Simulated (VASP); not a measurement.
# BP (I-4m2) in VASP: further runs, part 3 of 3

VASP 6.6.1. The steps go on from the part before.

### 5 Electric field gradients, PBE (zz strain of +1 %)

Input file INCAR:

```
SYSTEM = BP
  PREC = Accurate
  ENCUT = 520
  EDIFF = 1E-8
  ISMEAR = -1
  SIGMA = 0.05
  LREAL = .FALSE.
  LASPH = .TRUE.
  NELM = 100
  ALGO = Normal
  ISIF = 2
  LWAVE = .FALSE.
  LCHARG = .FALSE.
  GGA = PE
  LEFG = .TRUE.
  NBANDS = 11
```

Input file KPOINTS:

```
regular mesh
0
G
  15 15 15
  0 0 0
```

Input file POSCAR:

```
BP
1.0
    0.0000000000      2.2690000000      2.2916900000
    2.2690000000      0.0000000000      2.2916900000
    2.2690000000      2.2690000000      0.0000000000
B P
1 1
Direct
    0.0000000000      0.0000000000      0.0000000000
    0.7500000000      0.7500000000      0.7500000000
```

Potentials or basis: VASP PAW PBE potentials, release 64 (B, P).

Command:

```sh
$ cat potpaw_PBE.64/B/POTCAR potpaw_PBE.64/P/POTCAR > POTCAR
$ mpirun -np 1 vasp_std > vasp.out
```

OUTCAR:

```text
SYSTEM = BP
   PREC = Accurate
   ENCUT = 520
   EDIFF = 1E-8
   ISMEAR = -1
   LREAL = .FALSE.
   LASPH = .TRUE.
   NELM = 100
   ISIF = 2
   GGA = PE

 ion  position               nearest neighbor table
   1  0.000  0.000  0.000-   2 1.97   2 1.97   2 1.97   2 1.97
   2  0.750  0.750  0.750-   1 1.97   1 1.97   1 1.97   1 1.97

  LATTYP: Found a body centered tetragonal cell.
 ALAT       =     3.2088505730
 C/A-ratio  =     1.4283556980

  Lattice vectors:

 A1 = (  -2.2690000000,   0.0000000000,   2.2916900000)
 A2 = (   2.2690000000,   0.0000000000,   2.2916900000)
 A3 = (   0.0000000000,   2.2690000000,  -2.2916900000)

Analysis of symmetry for initial positions (statically):
=====================================================================
 Subroutine PRICEL returns:
 Original cell was already a primitive cell.

 Routine SETGRP: Setting up the symmetry group for a
 body centered tetragonal supercell.

 Subroutine GETGRP returns: Found  8 space group operations
 (whereof  8 operations were pure point group operations)
 out of a pool of 16 trial point group operations.

The static configuration has the point symmetry D_2d.

Analysis of symmetry for dynamics (positions and initial velocities):
=====================================================================
 Subroutine PRICEL returns:
 Original cell was already a primitive cell.

 Routine SETGRP: Setting up the symmetry group for a
 body centered tetragonal supercell.

 Subroutine GETGRP returns: Found  8 space group operations
 (whereof  8 operations were pure point group operations)
 out of a pool of 16 trial point group operations.

The dynamic configuration has the point symmetry D_2d.

[... 162 lines left out ...]
      9      18.7618      0.00000
     10      19.2836      0.00000
     11      19.5465      0.00000
[... 309 lines left out ...]
 k-point    24 :       0.2000    0.1333    0.0000
  band No.  band energies     occupation
      1      -7.3536      2.00000
      2       4.7006      2.00000
      3       5.6647      2.00000
      4       5.9226      2.00000
      5      10.0865      0.00000
      6      12.9081      0.00000
      7      13.0738      0.00000
      8      14.3571      0.00000
      9      17.8441      0.00000
     10      20.0055      0.00000
     11      20.7622      0.00000

 [... further k-points ...]
[... 5 lines left out ...]
  --------------------------------------------------------------------------------------
  -------------------------------------------------------------------------------------
  Total        0.0256058      0.0256058     -0.3693372      0.0000000      0.0000000      0.0000000
  in kB        1.7385778      1.7385778    -25.0771826      0.0000000      0.0000000      0.0000000
  external PRESSURE =      -7.2000090 kB  Pullay stress =       0.0000000 kB

 VOLUME and BASIS-vectors are now :
 -----------------------------------------------------------------------------
  energy-cutoff  :      520.00
  volume of cell :       23.60
      direct lattice vectors                 reciprocal lattice vectors
     0.000000000  2.269000000  2.291690000    -0.220361393  0.220361393  0.218179597
     2.269000000  0.000000000  2.291690000     0.220361393 -0.220361393  0.218179597
     2.269000000  2.269000000  0.000000000     0.220361393  0.220361393 -0.218179597

 POSITION                                       TOTAL-FORCE (eV/Angst)
 -----------------------------------------------------------------------------------
      0.00000      0.00000      0.00000         0.000000     -0.000000      0.000000
      3.40350      3.40350      3.43754        -0.000000      0.000000     -0.000000
 -----------------------------------------------------------------------------------
    total drift:                               -0.000000     -0.000000     -0.000000

  FREE ENERGIE OF THE ION-ELECTRON SYSTEM (eV)
  ---------------------------------------------------
  free  energy   TOTEN  =       -12.9297176310 eV

  energy  without entropy=      -12.9297176020  energy(sigma->0) =      -12.92971762

 Electric field gradients (V/A^2)
---------------------------------------------------------------------
 ion       V_xx      V_yy      V_zz      V_xy      V_xz      V_yz
---------------------------------------------------------------------
   1      -0.027    -0.027     0.055     0.000     0.000     0.000
   2      -0.245    -0.245     0.489    -0.000    -0.000    -0.000
---------------------------------------------------------------------

 Electric field gradients after diagonalization (V/A^2)
 (convention: |V_zz| > |V_xx| > |V_yy|)
----------------------------------------------------------------------
 ion       V_xx      V_yy      V_zz     asymmetry (V_yy - V_xx)/ V_zz
----------------------------------------------------------------------
   1      -0.027    -0.027     0.055       0.002
   2      -0.245    -0.245     0.489       0.001
----------------------------------------------------------------------

           NMR quadrupolar parameters

 Cq : quadrupolar parameter    Cq=e*Q*V_zz/h
 eta: asymmetry parameters     (V_yy - V_xx)/ V_zz
 Q  : nuclear electric quadrupole moment in mb (millibarn)
----------------------------------------------------------------------
 ion       Cq(MHz)       eta       Q (mb)
----------------------------------------------------------------------
   1       0.000       0.002       1.000
   2       0.001       0.001       1.000
----------------------------------------------------------------------
```

OSZICAR:

```text
N       E                     dE             d eps       ncg     rms          rms(c)
DAV:   1     0.934137364584E+01    0.93414E+01   -0.40421E+03  6352   0.659E+02
DAV:   2    -0.129839038226E+02   -0.22325E+02   -0.21302E+02  8440   0.109E+02
DAV:   3    -0.136134789280E+02   -0.62958E+00   -0.62810E+00  8015   0.160E+01
DAV:   4    -0.136159354374E+02   -0.24565E-02   -0.24563E-02  7229   0.118E+00
DAV:   5    -0.136159488662E+02   -0.13429E-04   -0.13429E-04  7881   0.868E-02    0.710E+00
DAV:   6    -0.130246130622E+02    0.59134E+00   -0.13621E+00  7185   0.502E+00    0.383E+00
DAV:   7    -0.129368913686E+02    0.87722E-01   -0.22357E-01  7961   0.235E+00    0.132E+00
DAV:   8    -0.129291852913E+02    0.77061E-02   -0.26226E-02  7426   0.921E-01    0.190E-01
DAV:   9    -0.129295093874E+02   -0.32410E-03   -0.71362E-04  7411   0.180E-01    0.119E-01
DAV:  10    -0.129297061453E+02   -0.19676E-03   -0.24971E-04  7184   0.990E-02    0.280E-02
DAV:  11    -0.129297166772E+02   -0.10532E-04   -0.11174E-05  8067   0.222E-02    0.324E-02
DAV:  12    -0.129297176907E+02   -0.10135E-05   -0.45604E-06  7185   0.105E-02    0.132E-02
DAV:  13    -0.129297175726E+02    0.11814E-06   -0.12242E-07  7686   0.228E-03    0.565E-03
DAV:  14    -0.129297176427E+02   -0.70162E-07   -0.37753E-08  7382   0.104E-03    0.200E-04
DAV:  15    -0.129297176321E+02    0.10676E-07   -0.22274E-09  3870   0.315E-04    0.795E-04
DAV:  16    -0.129297176310E+02    0.10613E-08   -0.52799E-10  3414   0.119E-04
   1 F= -.12929718E+02 E0= -.12929718E+02  d E =-.289831E-07
```

stdout:

```text
POSCAR found type information on POSCAR B P
 POSCAR found :  2 types and       2 ions
 scaLAPACK will be used
 LDA part: xc-table for (Slater+PW92), standard interpolation
 POSCAR, INCAR and KPOINTS ok, starting setup
 FFT: planning ... GRIDC
 FFT: planning ... GRID_SOFT
 FFT: planning ... GRID
 WAVECAR not read
 entering main loop
ion   1

ion   2
```

Wall time 29 s (1 thread of Intel Xeon Platinum 8488C (Sapphire Rapids), shared host); peak memory 0.19 GiB.

Results:

```yaml
Free_energy: -12.9297 eV
Pressure: -0.7 GPa
Band_gap_on_the_k_mesh: 1.18 eV, indirect (least direct gap 3.34 eV)
```

Electric field gradients, principal values (V/Å²):
```
atom   least  middle  greatest (by size)
 1 B  -0.027  -0.027               0.055
 2 P  -0.245  -0.245               0.489
```

Caveat: the cell differs from its parent crystal (zz strain of +1 %); without QUAD_EFG the Cq values of the log hold for a quadrupole moment of 1 mb, not for the nuclei.

### 6 The runs side by side

| cell | gap on the mesh (eV) | pressure (GPa) |
| --- | --- | --- |
| a = 3.177, b = 3.177, c = 3.209 Å, angles 59.7, 59.7, 60.7°, 2 atoms | 0.91 | 4.4 |
| a = 3.193, b = 3.193, c = 3.177 Å, angles 60.2, 60.2, 59.7°, 2 atoms | 1.14 | 4.3 |
| a = 3.193, b = 3.193, c = 3.209 Å, angles 59.8, 59.8, 60.3°, 2 atoms | 1.07 | 2.6 |
| a = 3.225, b = 3.225, c = 3.209 Å, angles 60.2, 60.2, 59.7°, 2 atoms | 1.18 | -0.7 |

Alike in all rows: task electric field gradients; level PBE; potentials or basis VASP PAW PBE potentials, release 64 (B, P); no spin polarisation; k mesh 15 × 15 × 15; cutoff (eV) 520; smearing fermi-dirac 0.05 eV.

Absolute energies hang on the potentials; compare differences alone.
